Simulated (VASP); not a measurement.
# Te5Mo (P-62m) in VASP: notebook

Te5Mo is run at these levels: PBE; tasks: single point, relaxation of cell and atoms.

Program: VASP 6.6.1. These are calculated values, not measurements. Logs are shortened: lines on timing, memory, paths and dates and some standing lists are left out, and cuts for length are marked.

**1. The cell of the first run**

The structure is hexagonal, space group P-62m (No. 189). Conventional cell: a = 8.343 Å, b = 8.343 Å, c = 3.259 Å, α = 90.00°, β = 90.00°, γ = 120.00°. Te (site symmetry m2m) has 2 Mo at 2.71 Å and 8 Te at 3.26 to 3.74 Å within 3.8 Å. Te (site symmetry -6) has 8 Te at 3.26 to 3.54 Å within 4.3 Å. Mo (site symmetry -62m) has 6 Te at 2.71 Å and 2 Mo at 3.26 Å within 3.6 Å.

The cell was built from a structure type or drawn by symmetry, and may not be a known phase.

**2. Single point, PBE**

File INCAR:

```
SYSTEM = Te5Mo
ALGO = Normal ; EDIFF = 1E-7
ENCUT = 520 ; GGA = PE
ISIF = 2 ; ISMEAR = 0
LASPH = .TRUE. ; LCHARG = .FALSE.
LREAL = .FALSE. ; LWAVE = .FALSE.
NBANDS = 31 ; NELM = 100
PREC = Accurate ; SIGMA = 0.1
```

File KPOINTS:

```
k-points
0
G
  6 6 12
  0 0 0
```

File POSCAR:

```
Te5Mo
1.0
    8.3430981035      0.0000000000      0.0000000000
   -4.1715490517      7.2253349039      0.0000000000
    0.0000000000      0.0000000000      3.2586573689
Te Mo
5 1
Direct
    0.0000000000      0.2588626868      0.5000000000
    0.7411373132      0.7411373132      0.5000000000
    0.2588626868      0.0000000000      0.5000000000
    0.6666666667      0.3333333333      0.0000000000
    0.3333333333      0.6666666667      0.0000000000
    0.0000000000      0.0000000000      0.0000000000
```

Potentials or basis: VASP PAW PBE potentials, release 64 (Te, Mo_sv).

The run is started by

```console
> cat potpaw_PBE.64/Te/POTCAR potpaw_PBE.64/Mo_sv/POTCAR > POTCAR
> mpirun -np 1 vasp_std > vasp.out
```

OUTCAR:

```text
SYSTEM = Te5Mo
   EDIFF = 1E-7
   ENCUT = 520
   GGA = PE
   ISIF = 2
   ISMEAR = 0
   LASPH = .TRUE.
   LREAL = .FALSE.
   NELM = 100
   PREC = Accurate

 ion  position               nearest neighbor table
   1  0.000  0.259  0.500-   6 2.71   6 2.71   4 3.54   4 3.54   5 3.54   5 3.54
   2  0.741  0.741  0.500-   6 2.71   6 2.71   4 3.54   4 3.54   5 3.54   5 3.54
   3  0.259  0.000  0.500-   6 2.71   6 2.71   5 3.54   5 3.54   4 3.54   4 3.54
   4  0.667  0.333  0.000-   1 3.54   1 3.54   3 3.54   3 3.54   2 3.54   2 3.54
   5  0.333  0.667  0.000-   3 3.54   3 3.54   1 3.54   1 3.54   2 3.54   2 3.54
   6  0.000  0.000  0.000-   1 2.71   1 2.71   3 2.71   3 2.71   2 2.71   2 2.71

  LATTYP: Found a hexagonal cell.
 ALAT       =     8.3430981035
 C/A-ratio  =     0.3905812120

  Lattice vectors:

 A1 = (   8.3430981035,   0.0000000000,   0.0000000000)
 A2 = (  -4.1715490517,   7.2253349039,   0.0000000000)
 A3 = (   0.0000000000,   0.0000000000,   3.2586573689)

Analysis of symmetry for initial positions (statically):
=====================================================================
 Subroutine PRICEL returns:
 Original cell was already a primitive cell.

 Routine SETGRP: Setting up the symmetry group for a
 hexagonal supercell.

 Subroutine GETGRP returns: Found 12 space group operations
 (whereof 12 operations were pure point group operations)
 out of a pool of 24 trial point group operations.

The static configuration has the point symmetry D_3h.

Analysis of symmetry for dynamics (positions and initial velocities):
=====================================================================
 Subroutine PRICEL returns:
 Original cell was already a primitive cell.

 Routine SETGRP: Setting up the symmetry group for a
 hexagonal supercell.

 Subroutine GETGRP returns: Found 12 space group operations
 (whereof 12 operations were pure point group operations)
 out of a pool of 24 trial point group operations.

The dynamic configuration has the point symmetry D_3h.

 Subroutine INISYM returns: Found 12 space group operations
 (whereof 12 operations are pure point group operations),
 and found     1 'primitive' translations

----------------------------------------------------------------------------------------

                                     Primitive cell

  volume of cell :     196.4373

  direct lattice vectors                    reciprocal lattice vectors
     8.343098103  0.000000000  0.000000000     0.119859552  0.069200945  0.000000000
    -4.171549052  7.225334904  0.000000000     0.000000000  0.138401889  0.000000000
     0.000000000  0.000000000  3.258657369     0.000000000  0.000000000  0.306874853

  length of vectors
     8.343098103  8.343098103  3.258657369     0.138401889  0.138401889  0.306874853

  position of ions in fractional coordinates (direct lattice)
     0.000000000  0.258862687  0.500000000
     0.741137313  0.741137313  0.500000000
     0.258862687  0.000000000  0.500000000
     0.666666667  0.333333333  0.000000000
     0.333333333  0.666666667  0.000000000
     0.000000000  0.000000000  0.000000000

  ion indices of the primitive-cell ions
   primitive index   ion index
                 1           1
                 2           2
                 3           3
                 4           4
                 5           5
                 6           6

----------------------------------------------------------------------------------------

 KPOINTS: k-points

Automatic generation of k-mesh.
 Grid dimensions read from file:
 generate k-points for:    6    6   12

 Generating k-lattice:

  Cartesian coordinates                     Fractional coordinates (reciprocal lattice)
     0.019976592  0.011533491  0.000000000     0.166666667  0.000000000  0.000000000
     0.000000000  0.023066982  0.000000000     0.000000000  0.166666667  0.000000000
     0.000000000  0.000000000  0.025572904     0.000000000  0.000000000  0.083333333

  Length of vectors
     0.023066982  0.023066982  0.025572904

  Shift w.r.t. Gamma in fractional coordinates (k-lattice)
     0.000000000  0.000000000  0.000000000

 Subroutine IBZKPT returns following result:
 ===========================================

 Found     49 irreducible k-points:

 Following reciprocal coordinates:
            Coordinates               Weight
  0.000000  0.000000  0.000000      1.000000
  0.166667  0.000000  0.000000      6.000000
  0.333333  0.000000  0.000000      6.000000
  0.500000  0.000000  0.000000      3.000000
  0.166667  0.166667  0.000000      6.000000
  0.333333  0.166667  0.000000     12.000000
[... 16 lines left out ...]
  0.166667  0.000000  0.250000     12.000000
  0.333333  0.000000  0.250000     12.000000
 [... further k-points ...]
   k-points           NKPTS =     49   k-points in BZ     NKDIM =     49   number of bands    NBANDS=     31
   number of dos      NEDOS =    301   number of ions     NIONS =      6
   total plane-waves  NPLWV =  98304
   dimension x,y,z NGX =    64 NGY =   64 NGZ =   24
   dimension x,y,z NGXF=   128 NGYF=  128 NGZF=   48
   ions per type =               5   1
   NGX,Y,Z   is equivalent  to a cutoff of  12.75, 12.75, 12.24 a.u.
   NGXF,Y,Z  is equivalent  to a cutoff of  25.51, 25.51, 24.49 a.u.
 SYSTEM =  Te5Mo
   PREC   = accura    normal or accurate (medium, high low for compatibility)
   ISTART =      0    job   : 0-new  1-cont  2-samecut
   ICHARG =      2    charge: 1-file 2-atom 10-const
   ISPIN  =      1    spin polarized calculation?
   LNONCOLLINEAR =      F non collinear calculations
   LSORBIT =      F    spin-orbit coupling
   LASPH  =      T    aspherical Exc in radial PAW
   ENCUT  =  520.0 eV  38.22 Ry    6.18 a.u.  15.51 15.51  6.06*2*pi/ulx,y,z
   NELM   =    100;   NELMIN=  2; NELMDL= -5     # of ELM steps
   EDIFF  = 0.1E-06   stopping-criterion for ELM
   LREAL  =      F    real-space projection
   EDIFFG = 0.1E-05   stopping-criterion for IOM
   NSW    =      0    number of steps for IOM
   IBRION =     -1    ionic relax: 0-MD 1-quasi-New 2-CG
   NFREE  =      0    steps in history (QN), initial steepest desc. (CG)
   ISIF   =      2    stress and relaxation
   ISYM   =      2    0-nonsym 1-usesym 2-fastsym
   POTIM  = 0.5000    time-step for ionic-motion
   TEBEG  =    0.0;   TEEND  =   0.0 temperature during run
   PSTRESS=    0.0 pullay stress
   NELECT =      44.0000    total number of electrons
   NUPDOWN=      -1.0000    fix difference up-down
   EMIN   =  10.00;   EMAX   =-10.00  energy-range for DOS
   EFERMI =   0.00;   METHOD = LEGACY
   ISMEAR =     0;   SIGMA  =   0.10  broadening in eV -4-tet -1-fermi 0-gaus
   EFERMI_NEDOS =   21; number of points for ismear=-14 and -15
   IALGO  =     38    algorithm
   IMIX   =      4    mixing-type and parameters
     AMIX     =   0.40;   BMIX     =  1.00
     AMIX_MAG =   1.60;   BMIX_MAG =  1.00
  volume/ion in A,a.u.               =      32.74       220.94
  Fermi-wavevector in a.u.,A,eV,Ry     =   0.994224  1.878812 13.449114  0.988482
  Thomas-Fermi vector in A             =   2.126161
   LORBIT       =      0    0 simple, 1 ext, 2 COOP (PROOUT), +10 PAW based schemes
   GGA     = PE    functional components
   LHFCALC =     F    Hartree Fock is set to
   AEXX    =    0.0000 exact exchange contribution
   IVDW    =     0    specifies the selected vdW correction
   LEPSILON=     F    determine dielectric tensor
   LRPA    =     F    only Hartree local field effects (RPA)
 non-spin polarized calculation
 Gauss-broadening in eV      SIGMA  =   0.10
  energy-cutoff  :      520.00
  volume of cell :      196.44
 maximum number of plane-waves:      5320
 NGX is ok and might be reduce to    64
   NGX = 31   NGY = 31   NGZ = 13

 number of electron      44.0000000 magnetization

 Free energy of the ion-electron system (eV)
  ---------------------------------------------------
  ext. energy  EPLUGINS =         0.00000000
  ---------------------------------------------------
  free energy    TOTEN  =       -25.34371445 eV

  energy without entropy =      -25.32493282  energy(sigma->0) =      -25.33432363

 E-fermi :   5.4856     XC(G=0):  -9.1032

 val. band max:        5.4796561575   @ k =   0.3333   0.1667   0.3333
 cond. band min:       5.5281695506   @ k =   0.3333   0.0000   0.3333
 fundamental gap:      0.0485133931
 Fermi energy:         5.4855981393

 k-point     1 :       0.0000    0.0000    0.0000
  band No.  band energies     occupation
      1     -55.3368      2.00000
      2     -29.4956      2.00000
      3     -29.4956      2.00000
      4     -29.3620      2.00000
      5      -7.3181      2.00000
      6      -6.2166      2.00000
[... 23 lines left out ...]
     30      10.0051      0.00000
     31      10.6512      0.00000

 k-point     2 :       0.1667    0.0000    0.0000
  band No.  band energies     occupation
      1     -55.3368      2.00000
      2     -29.4956      2.00000
      3     -29.4956      2.00000
      4     -29.3620      2.00000
      5      -7.2714      2.00000
      6      -6.3214      2.00000
[... 23 lines left out ...]
     30      10.3228      0.00000
     31      10.5632      0.00000

 k-point     3 :       0.3333    0.0000    0.0000
  band No.  band energies     occupation
      1     -55.3367      2.00000
      2     -29.4956      2.00000
      3     -29.4956      2.00000
      4     -29.3620      2.00000
      5      -7.1437      2.00000
      6      -6.5531      2.00000
[... 23 lines left out ...]
     30      10.4191      0.00000
     31      11.0566      0.00000

 k-point     4 :       0.5000    0.0000    0.0000
  band No.  band energies     occupation
      1     -55.3367      2.00000
      2     -29.4956      2.00000
      3     -29.4956      2.00000
      4     -29.3620      2.00000
      5      -7.0300      2.00000
      6      -6.7125      2.00000
[... 635 lines left out ...]
     30      10.8558      0.00000
     31      11.2784      0.00000

 k-point    23 :       0.1667    0.0000    0.2500
  band No.  band energies     occupation
      1     -55.3297      2.00000
      2     -29.4814      2.00000
      3     -29.4814      2.00000
      4     -29.4648      2.00000
      5      -6.4794      2.00000
      6      -5.7181      2.00000
[... 23 lines left out ...]
     30      10.8561      0.00000
     31      11.2737      0.00000

 k-point    24 :       0.3333    0.0000    0.2500
  band No.  band energies     occupation
      1     -55.3297      2.00000
      2     -29.4814      2.00000
      3     -29.4814      2.00000
      4     -29.4648      2.00000
      5      -6.3638      2.00000
      6      -5.8950      2.00000
[... 23 lines left out ...]
     30      10.7572      0.00000
     31      11.2936      0.00000

 [... further k-points ...]

------------------------ aborting loop because EDIFF is reached ----------------------------------------

  FORCE on cell =-STRESS in cart. coord.  units (eV):
  Direction    XX          YY          ZZ          XY          YZ          ZX
  --------------------------------------------------------------------------------------
  -------------------------------------------------------------------------------------
  Total       -0.0354740     -0.0354740     -0.0397128     -0.0000000     -0.0000000      0.0000000
  in kB       -0.2893318     -0.2893318     -0.3239043     -0.0000000     -0.0000000      0.0000000
  external PRESSURE =      -0.3008560 kB  Pullay stress =       0.0000000 kB

 VOLUME and BASIS-vectors are now :
 -----------------------------------------------------------------------------
  energy-cutoff  :      520.00
  volume of cell :      196.44
      direct lattice vectors                 reciprocal lattice vectors
     8.343098103  0.000000000  0.000000000     0.119859552  0.069200945  0.000000000
    -4.171549052  7.225334904  0.000000000     0.000000000  0.138401889  0.000000000
     0.000000000  0.000000000  3.258657369     0.000000000  0.000000000  0.306874853

 POSITION                                       TOTAL-FORCE (eV/Angst)
 -----------------------------------------------------------------------------------
     -1.07986      1.87037      1.62933        -0.002824      0.004891      0.000000
      3.09169      5.35497      1.62933        -0.002824     -0.004891     -0.000000
      2.15972      0.00000      1.62933         0.005648     -0.000000      0.000000
      4.17155      2.40844      0.00000        -0.000000     -0.000000     -0.000000
     -0.00000      4.81689      0.00000        -0.000000      0.000000     -0.000000
      0.00000      0.00000      0.00000        -0.000000      0.000000     -0.000000
 -----------------------------------------------------------------------------------
    total drift:                                0.000000      0.000000     -0.000000

  FREE ENERGIE OF THE ION-ELECTRON SYSTEM (eV)
  ---------------------------------------------------
  free  energy   TOTEN  =       -25.3437144496 eV

  energy  without entropy=      -25.3249328154  energy(sigma->0) =      -25.33432363
```

It took 5.8 min on 1 thread of Intel Xeon 6975P-C (Granite Rapids), shared host; peak memory 0.46 GiB.

What came out:

- Free energy: -25.3437 eV
- Pressure: 0.0 GPa
- Largest force: 0.006 eV/Å
- Band gap on the k mesh: zero (bands 22 and 23 overlap by 1.51 eV)

Forces in eV/Å, atoms in the order of the input:
```
Te  -0.003  0.005  0.000
Te  -0.003 -0.005  0.000
Te   0.006  0.000  0.000
Te   0.000  0.000  0.000
Te   0.000  0.000  0.000
Mo   0.000  0.000  0.000
```

Caveat: spin-orbit coupling is left out, which moves the levels of the heavy elements.

[end of part 1 of 2]
